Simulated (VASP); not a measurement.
# Si (a cell with a defect) in VASP: further runs

Si (a cell with a defect) is run at these levels: PBE; tasks: single point.

Program: VASP 6.6.1. These are calculated values, not measurements. Logs are shortened: lines on timing, memory, paths and dates and some standing lists are left out, and cuts for length are marked.

## 1. The cell of the first run

The cell holds a defect, 17 atoms: a = 7.679 Å, b = 7.679 Å, c = 7.679 Å, α = 60.00°, β = 60.00°, γ = 60.00°.

## 2. Single point, PBE

Contents of INCAR:

```
  PREC = Accurate
  ENCUT = 520
  EDIFF = 1E-6
  ISMEAR = 0
  SIGMA = 0.05
  LREAL = Auto
  LASPH = T
  NELM = 60
  ALGO = Normal
  ISIF = 2
  LWAVE = F
  LCHARG = F
  GGA = PE
  NBANDS = 48
```

Contents of KPOINTS:

```
regular mesh
0
Gamma
  2 2 2
```

Contents of POSCAR:

```
Si
1.0
    0.0000000000      5.4300000000      5.4300000000
    5.4300000000      0.0000000000      5.4300000000
    5.4300000000      5.4300000000      0.0000000000
Si
17
Direct
    0.0024453747     -0.0026097770      0.0026949825
    0.1251020055      0.1266486365      0.1231703416
    0.0035065857     -0.0028270091      0.4958102915
    0.1307193654      0.1234504171      0.6222847690
    0.0004473411      0.5003299891     -0.0011987607
    0.1250861338      0.6249828037      0.1231962996
    0.0034294648      0.5034458457      0.4958408264
    0.1249908373      0.6248328199      0.6252201731
    0.4974885022     -0.0026136261      0.0026853316
    0.6222240829      0.1221723603      0.1333912870
    0.4992526470     -0.0005426078      0.5019917179
    0.6235440735      0.1234211500      0.6222707236
    0.4974753047      0.5024199728      0.0026522018
    0.6267593700      0.6249783601      0.1232034240
    0.4973152960      0.5034239903      0.4958490770
    0.6234425081      0.6309186921      0.6222236170
    0.7494238072      0.2496078823      0.7515030971
```

Potentials or basis: VASP PAW PBE potentials, release 64 (Si).

Run with:

```
$ cat potpaw_PBE.64/Si/POTCAR > POTCAR
$ mpirun -np 1 vasp_std > vasp.out
```

OUTCAR:

```text
PREC = Accurate
   ENCUT = 520
   EDIFF = 1E-6
   ISMEAR = 0
   LREAL = Auto
   LASPH = T
   NELM = 60
   ISIF = 2
   GGA = PE

 ion  position               nearest neighbor table
   1  0.002  0.997  0.003-   2 2.34   6 2.34  10 2.38   4 2.39  17 2.74
   2  0.125  0.127  0.123-   9 2.34   1 2.34   3 2.34   5 2.34
   3  0.004  0.997  0.496-   8 2.33   2 2.34  12 2.38   4 2.38  17 2.76
   4  0.131  0.123  0.622-  11 2.31   3 2.38   7 2.38   1 2.39  17 2.39
   5  0.000  0.500  0.999-   8 2.34   2 2.34   6 2.34  14 2.34
   6  0.125  0.625  0.123-  13 2.34   1 2.34   7 2.34   5 2.34
   7  0.003  0.503  0.496-   8 2.33   6 2.34  16 2.38   4 2.38  17 2.76
   8  0.125  0.625  0.625-  15 2.33   7 2.33   3 2.33   5 2.34
   9  0.497  0.997  0.003-   2 2.34  14 2.34  10 2.38  12 2.39  17 2.74
  10  0.622  0.122  0.133-  11 2.31   1 2.38   9 2.38  13 2.38  17 2.39
  11  0.499  0.999  0.502-   4 2.31  12 2.31  16 2.31  10 2.31
  12  0.624  0.123  0.622-  11 2.31   3 2.38  15 2.38   9 2.39  17 2.39
  13  0.497  0.502  0.003-   6 2.34  14 2.34  10 2.38  16 2.39  17 2.74
  14  0.627  0.625  0.123-  13 2.34   9 2.34  15 2.34   5 2.34
  15  0.497  0.503  0.496-   8 2.33  14 2.34  16 2.38  12 2.38  17 2.76
  16  0.623  0.631  0.622-  11 2.31   7 2.38  15 2.38  13 2.39  17 2.39
  17  0.749  0.250  0.752-   4 2.39  12 2.39  16 2.39  10 2.39  13 2.74   9 2.74   1 2.74  15 2.76
                             7 2.76   3 2.76

  LATTYP: Found a face centered cubic cell.
 ALAT       =    10.8600000000

  Lattice vectors:

 A1 = (   0.0000000000,   5.4300000000,   5.4300000000)
 A2 = (   5.4300000000,   0.0000000000,   5.4300000000)
 A3 = (   5.4300000000,   5.4300000000,   0.0000000000)

Analysis of symmetry for initial positions (statically):
=====================================================================
 Subroutine PRICEL returns:
 Original cell was already a primitive cell.

 Routine SETGRP: Setting up the symmetry group for a
 face centered cubic supercell.

 Subroutine GETGRP returns: Found  1 space group operations
 (whereof  1 operations were pure point group operations)
 out of a pool of 48 trial point group operations.

The static configuration has the point symmetry C_1 .

Analysis of symmetry for dynamics (positions and initial velocities):
=====================================================================
 Subroutine PRICEL returns:
 Original cell was already a primitive cell.

 Routine SETGRP: Setting up the symmetry group for a
 face centered cubic supercell.

 Subroutine GETGRP returns: Found  1 space group operations
 (whereof  1 operations were pure point group operations)
 out of a pool of 48 trial point group operations.

The dynamic configuration has the point symmetry C_1 .

 Subroutine INISYM returns: Found  1 space group operations
 (whereof  1 operations are pure point group operations),
 and found     1 'primitive' translations

----------------------------------------------------------------------------------------

                                     Primitive cell

  volume of cell :     320.2060

  direct lattice vectors                    reciprocal lattice vectors
     0.000000000  5.430000000  5.430000000    -0.092081031  0.092081031  0.092081031
     5.430000000  0.000000000  5.430000000     0.092081031 -0.092081031  0.092081031
     5.430000000  5.430000000  0.000000000     0.092081031  0.092081031 -0.092081031

  length of vectors
     7.679179644  7.679179644  7.679179644     0.159489025  0.159489025  0.159489025

  position of ions in fractional coordinates (direct lattice)
     0.002445375  0.997390223  0.002694983
     0.125102005  0.126648637  0.123170342
     0.003506586  0.997172991  0.495810291
     0.130719365  0.123450417  0.622284769
     0.000447341  0.500329989  0.998801239
     0.125086134  0.624982804  0.123196300
[... 9 lines left out ...]
     0.623442508  0.630918692  0.622223617
     0.749423807  0.249607882  0.751503097

  ion indices of the primitive-cell ions
   primitive index   ion index
                 1           1
                 2           2
                 3           3
                 4           4
                 5           5
                 6           6
[... 9 lines left out ...]
                16          16
                17          17

----------------------------------------------------------------------------------------

 KPOINTS: regular mesh

Automatic generation of k-mesh.
 Grid dimensions read from file:
 generate k-points for:    2    2    2

 Generating k-lattice:

  Cartesian coordinates                     Fractional coordinates (reciprocal lattice)
    -0.046040516  0.046040516  0.046040516     0.500000000  0.000000000  0.000000000
     0.046040516 -0.046040516  0.046040516     0.000000000  0.500000000  0.000000000
     0.046040516  0.046040516 -0.046040516     0.000000000  0.000000000  0.500000000

  Length of vectors
     0.079744512  0.079744512  0.079744512

  Shift w.r.t. Gamma in fractional coordinates (k-lattice)
     0.000000000  0.000000000  0.000000000

 Subroutine IBZKPT returns following result:
 ===========================================

 Found      8 irreducible k-points:

 Following reciprocal coordinates:
            Coordinates               Weight
  0.000000  0.000000  0.000000      1.000000
  0.500000  0.000000  0.000000      1.000000
  0.000000  0.500000  0.000000      1.000000
  0.000000  0.000000  0.500000      1.000000
  0.500000  0.500000  0.500000      1.000000
  0.500000  0.500000  0.000000      1.000000
  0.000000  0.500000  0.500000      1.000000
  0.500000  0.000000  0.500000      1.000000
   k-points           NKPTS =      8   k-points in BZ     NKDIM =      8   number of bands    NBANDS=     48
   number of dos      NEDOS =    301   number of ions     NIONS =     17
   total plane-waves  NPLWV = 216000
   dimension x,y,z NGX =    60 NGY =   60 NGZ =   60
   dimension x,y,z NGXF=   120 NGYF=  120 NGZF=  120
   ions per type =              17
   NGX,Y,Z   is equivalent  to a cutoff of  12.99, 12.99, 12.99 a.u.
   NGXF,Y,Z  is equivalent  to a cutoff of  25.98, 25.98, 25.98 a.u.
 SYSTEM =  unknown system
   PREC   = accura    normal or accurate (medium, high low for compatibility)
   ISTART =      0    job   : 0-new  1-cont  2-samecut
   ICHARG =      2    charge: 1-file 2-atom 10-const
   ISPIN  =      1    spin polarized calculation?
   LNONCOLLINEAR =      F non collinear calculations
   LSORBIT =      F    spin-orbit coupling
   LASPH  =      T    aspherical Exc in radial PAW
   ENCUT  =  520.0 eV  38.22 Ry    6.18 a.u.  14.28 14.28 14.28*2*pi/ulx,y,z
   NELM   =     60;   NELMIN=  2; NELMDL= -5     # of ELM steps
   EDIFF  = 0.1E-05   stopping-criterion for ELM
   LREAL  =      T    real-space projection
   EDIFFG = 0.1E-04   stopping-criterion for IOM
   NSW    =      0    number of steps for IOM
[... 5 lines left out ...]
   TEBEG  =    0.0;   TEEND  =   0.0 temperature during run
   PSTRESS=    0.0 pullay stress
   NELECT =      68.0000    total number of electrons
   NUPDOWN=      -1.0000    fix difference up-down
   EMIN   =  10.00;   EMAX   =-10.00  energy-range for DOS
   EFERMI =   0.00;   METHOD = LEGACY
   ISMEAR =     0;   SIGMA  =   0.05  broadening in eV -4-tet -1-fermi 0-gaus
   EFERMI_NEDOS =   21; number of points for ismear=-14 and -15
   IALGO  =     38    algorithm
   IMIX   =      4    mixing-type and parameters
     AMIX     =   0.40;   BMIX     =  1.00
     AMIX_MAG =   1.60;   BMIX_MAG =  1.00
  volume/ion in A,a.u.               =      18.84       127.11
  Fermi-wavevector in a.u.,A,eV,Ry     =   0.976715  1.845724 12.979587  0.953973
  Thomas-Fermi vector in A             =   2.107356
   LORBIT       =      0    0 simple, 1 ext, 2 COOP (PROOUT), +10 PAW based schemes
   GGA     = PE    functional components
   LHFCALC =     F    Hartree Fock is set to
   AEXX    =    0.0000 exact exchange contribution
   IVDW    =     0    specifies the selected vdW correction
   LEPSILON=     F    determine dielectric tensor
   LRPA    =     F    only Hartree local field effects (RPA)
 non-spin polarized calculation
 Gauss-broadening in eV      SIGMA  =   0.05
  energy-cutoff  :      520.00
  volume of cell :      320.21
 maximum number of plane-waves:      8646
 NGX is ok and might be reduce to    60
   NGX = 29   NGY = 29   NGZ = 29

 number of electron      68.0000001 magnetization

 Free energy of the ion-electron system (eV)
  ---------------------------------------------------
  ext. energy  EPLUGINS =         0.00000000
  ---------------------------------------------------
  free energy    TOTEN  =       -87.99533714 eV

  energy without entropy =      -87.98537459  energy(sigma->0) =      -87.99035586

 E-fermi :   6.9101     XC(G=0):  -9.6743

 val. band max:        6.6903731989   @ k =   0.0000   0.0000   0.0000
 cond. band min:       6.9257972313   @ k =   0.0000   0.5000   0.5000
 fundamental gap:      0.2354240324
 Fermi energy:         6.9101166409

 k-point     1 :       0.0000    0.0000    0.0000
  band No.  band energies     occupation
      1      -6.3191      2.00000
      2      -3.7734      2.00000
      3      -3.6323      2.00000
      4      -3.6260      2.00000
      5      -3.6256      2.00000
      6      -2.8085      2.00000
[... 38 lines left out ...]
     45       8.1228      0.00000
     46       9.0618      0.00000

 k-point     2 :       0.5000    0.0000    0.0000
  band No.  band energies     occupation
      1      -5.9182      2.00000
      2      -4.9536      2.00000
      3      -3.5719      2.00000
      4      -3.4320      2.00000
      5      -3.4243      2.00000
      6      -2.9541      2.00000
[... 38 lines left out ...]
     45       9.8153      0.00000
     46       9.9602      0.00000

 k-point     3 :       0.0000    0.5000    0.0000
  band No.  band energies     occupation
      1      -5.9181      2.00000
      2      -4.9539      2.00000
      3      -3.5722      2.00000
      4      -3.4318      2.00000
      5      -3.4239      2.00000
      6      -2.9543      2.00000
[... 234 lines left out ...]
     45      10.1187      0.00000
     46      10.1302      0.00000

 k-point     8 :       0.5000    0.0000    0.5000
  band No.  band energies     occupation
      1      -5.7844      2.00000
      2      -4.7244      2.00000
      3      -3.9874      2.00000
      4      -3.8792      2.00000
      5      -3.8761      2.00000
      6      -3.6294      2.00000
[... 38 lines left out ...]
     45      10.1197      0.00000
     46      10.1292      0.00000
 [bands above 46 left out]

------------------------ aborting loop because EDIFF is reached ----------------------------------------

  FORCE on cell =-STRESS in cart. coord.  units (eV):
  Direction    XX          YY          ZZ          XY          YZ          ZX
  --------------------------------------------------------------------------------------
  -------------------------------------------------------------------------------------
  Total       10.6724746     10.6741885     10.6736334     -0.0571668      0.0630275      0.0553470
  in kB       53.4006111     53.4091868     53.4064094     -0.2860388      0.3153634      0.2769331
  external PRESSURE =      53.4054025 kB  Pullay stress =       0.0000000 kB

 VOLUME and BASIS-vectors are now :
 -----------------------------------------------------------------------------
  energy-cutoff  :      520.00
  volume of cell :      320.21
      direct lattice vectors                 reciprocal lattice vectors
     0.000000000  5.430000000  5.430000000    -0.092081031  0.092081031  0.092081031
     5.430000000  0.000000000  5.430000000     0.092081031 -0.092081031  0.092081031
     5.430000000  5.430000000  0.000000000     0.092081031  0.092081031 -0.092081031

 POSITION                                       TOTAL-FORCE (eV/Angst)
 -----------------------------------------------------------------------------------
      5.43046      0.02791      5.42911        -0.013837      0.003189      0.012809
      1.35652      1.34812      1.36701         0.019977      0.007627     -0.008065
      8.10690      2.71129      5.43369         0.009957     -0.008568      0.009045
      4.04934      4.08881      1.38014        -0.002427      0.014387      0.003537
      8.14028      5.42592      2.71922         0.002313      0.002082     -0.002208
      4.06261      1.34817      4.07287         0.008431      0.006765     -0.019285
[... 9 lines left out ...]
      6.80456      6.76397      6.81118         0.012589     -0.001896      0.001534
      5.43603      8.15003      5.42474         0.004926      0.004936     -0.004686
 -----------------------------------------------------------------------------------
    total drift:                                0.007108      0.004039     -0.004605

  FREE ENERGIE OF THE ION-ELECTRON SYSTEM (eV)
  ---------------------------------------------------
  free  energy   TOTEN  =       -87.9953371376 eV

  energy  without entropy=      -87.9853745864  energy(sigma->0) =      -87.99035586
```

It took 6.4 min on 1 thread of AMD EPYC 7R13, shared host; peak memory 0.44 GiB.

Results:

| Property | Result |
| --- | --- |
| Free energy | -87.9953 eV |
| Pressure | 5.3 GPa |
| Largest force | 0.031 eV/Å |
| Band gap on the k mesh | zero (bands 34 and 35 overlap by 0.26 eV) |

Forces in eV/Å, atoms in the order of the input:
```
Si  -0.014  0.003  0.013
Si   0.020  0.008 -0.008
Si   0.010 -0.009  0.009
Si  -0.002  0.014  0.004
Si   0.002  0.002 -0.002
Si   0.008  0.007 -0.019
Si  -0.010 -0.008 -0.009
Si   0.002  0.000  0.000
Si  -0.014 -0.012 -0.003
Si  -0.018 -0.018  0.018
Si  -0.003 -0.002  0.002
Si  -0.002 -0.003 -0.014
Si   0.004 -0.012  0.012
Si   0.008  0.019 -0.007
Si  -0.010  0.009  0.008
Si   0.013 -0.002  0.002
Si   0.005  0.005 -0.005
```

Levels at points of the mesh, in eV from the Fermi level:
```tsv
k point	band 30	band 31	band 32	band 33	band 34	band 35	band 36	band 37	band 38	band 39
(0.00, 0.00, 0.00)	-1.75	-0.82	-0.82	-0.82	-0.25	-0.25	-0.22	0.09	0.09	0.41
(0.50, 0.00, 0.00)	-1.58	-1.56	-1.43	-1.43	-0.34	0.53	0.54	0.90	0.90	1.29
(0.00, 0.50, 0.00)	-1.58	-1.56	-1.43	-1.43	-0.34	0.53	0.55	0.90	0.90	1.29
(0.00, 0.00, 0.50)	-1.58	-1.58	-1.43	-1.43	-0.34	0.54	0.54	0.89	0.89	1.29
(0.50, 0.50, 0.50)	-1.58	-1.56	-1.43	-1.43	-0.34	0.53	0.54	0.90	0.90	1.29
(0.50, 0.50, 0.00)	-2.02	-2.02	-1.89	-0.99	0.02	0.71	1.02	1.03	1.15	1.90
(0.00, 0.50, 0.50)	-2.02	-2.02	-1.89	-0.99	0.02	0.71	1.02	1.03	1.15	1.90
(0.50, 0.00, 0.50)	-2.02	-2.02	-1.89	-0.99	0.02	0.71	1.02	1.03	1.15	1.90
```

Caveat: the k points lie up to 0.50 Å⁻¹ apart.

(Continued in part 2 of 2.)

The gap in the log of VASP goes by the Fermi energy; the results here count the filled bands.